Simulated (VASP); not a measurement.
Set up this calculation in VASP 6.6.1, as the native input.

```
Task                   : single point
Functional             : PBE
Potentials or basis    : VASP PAW PBE potentials, release 64 (Li_sv, H)
Cutoff                 : 520 eV
k mesh                 : 10 × 10 × 10
Occupations            : gaussian, width 0.05 eV
Spin                   : no spin polarisation
Dipole correction      : no
Further INCAR settings : ALGO = Normal; EDIFF = 1e-07; NBANDS = 9
```

The structure of LiH lies in POSCAR:

```
LiH
1.0
    0.0000000000      2.0325000000      2.0325000000
    2.0325000000      0.0000000000      2.0325000000
    2.0325000000      2.0325000000      0.0000000000
Li H
1 1
Direct
   -0.0246002460      0.0246002460     -0.0246002460
    0.5000000000      0.5000000000      0.5000000000
```

This cell differs from its parent crystal: atom 1 (Li) moved by (-0.100, +0.000) A along y and z.

These files were run (other wordings do the same):

INCAR

```
  PREC = Accurate
  ENCUT = 520
  EDIFF = 1E-7
  ISMEAR = 0
  SIGMA = 0.05
  LREAL = F
  LASPH = T
  NELM = 100
  ALGO = Normal
  ISIF = 2
  LWAVE = F
  LCHARG = F
  GGA = PE
  NBANDS = 9
```

KPOINTS

```
regular mesh
0
Gamma
  10 10 10
```

Potentials or basis: VASP PAW PBE potentials, release 64 (Li_sv, H).

Run with:

```bash
$ cat potpaw_PBE.64/Li_sv/POTCAR potpaw_PBE.64/H/POTCAR > POTCAR
$ mpirun -np 1 vasp_std > vasp.out
```

It gave:

```
Largest force          : 0.102 eV/Å
Band gap on the k mesh : 3.01 eV
```

Caveat: the cell differs from its parent crystal (atom 1 (Li) moved by (-0.100, +0.000) A along y and z).

Wall time 24 s on 1 thread of Intel Xeon 8259CL, with other jobs on the host, peak memory 0.13 GiB.
